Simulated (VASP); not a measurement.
Write the native input for VASP 6.6.1 that does the following.

```
Task                   : single point
Functional             : r2SCAN
Potentials or basis    : VASP PAW PBE potentials, release 64 (Cu, Al)
Cutoff                 : 520 eV
k mesh                 : 7 × 7 × 7
Occupations            : fermi-dirac, width 0.05 eV
Spin                   : no spin polarisation
Dipole correction      : no
Further INCAR settings : ALGO = Normal; EDIFF = 1e-06; NBANDS = 26
```

Crystal: Al2Cu.

```xyz
6
Lattice="-3.0335 3.0335 2.4385 3.0335 -3.0335 2.4385 3.0335 3.0335 -2.4385" Properties=species:S:1:pos:R:3 pbc="T T T"
Cu    0.0000    0.0000    1.2192
Cu    0.0000    0.0000    3.6578
Al    0.9592    2.0743    0.0000
Al   -0.9592    2.0743    2.4385
Al    2.0743    0.9592    2.4385
Al    3.9927    0.9592    0.0000
```

One way to write it, as run:

POSCAR

```
Al2Cu
1.0
   -3.0335000000      3.0335000000      2.4385000000
    3.0335000000     -3.0335000000      2.4385000000
    3.0335000000      3.0335000000     -2.4385000000
Cu Al
2 4
Direct
    0.2500000000      0.2500000000      0.0000000000
    0.7500000000      0.7500000000      0.0000000000
    0.3419000000      0.1581000000      0.5000000000
    0.8419000000      0.3419000000      0.1838000000
    0.6581000000      0.8419000000      0.5000000000
    0.1581000000      0.6581000000      0.8162000000
```

INCAR.step1

```
SYSTEM = Al2Cu
PREC = Accurate
ENCUT = 520
ISMEAR = -1
SIGMA = 0.05
LREAL = .FALSE.
LASPH = .TRUE.
NELM = 80
NBANDS = 26
GGA = PE
ALGO = Normal
EDIFF = 1E-4
LWAVE = .TRUE.
LCHARG = .FALSE.
```

INCAR.step2

```
SYSTEM = Al2Cu
PREC = Accurate
ENCUT = 520
EDIFF = 1E-6
ISMEAR = -1
SIGMA = 0.05
LREAL = .FALSE.
LASPH = .TRUE.
NELM = 80
ALGO = Normal
ISIF = 2
LWAVE = .FALSE.
LCHARG = .FALSE.
METAGGA = R2SCAN
LMIXTAU = .TRUE.
NBANDS = 26
ISTART = 1
```

KPOINTS

```
regular mesh
0
G
  7 7 7
  0 0 0
```

Potentials or basis: VASP PAW PBE potentials, release 64 (Cu, Al).

Command:

```console
$ cat potpaw_PBE.64/Cu/POTCAR potpaw_PBE.64/Al/POTCAR > POTCAR
$ cp INCAR.step1 INCAR
$ mpirun -np 1 vasp_std > vasp.out
$ cp INCAR.step2 INCAR
$ mpirun -np 1 vasp_std > vasp.out
```

Results of the run:

The pressure is -4.0 GPa and the largest force is 0.083 eV/Å. The band gap on the k mesh is zero (bands 17 and 18 overlap by 3.85 eV).

Caveat: the cell stands under tension; the PAW data sets were made with another functional, which shifts forces and pressure a little.

It took 7.9 min on 1 thread of Intel(R) Xeon(R) Platinum 8488C (Sapphire Rapids), on a shared host, peak memory 0.29 GiB.
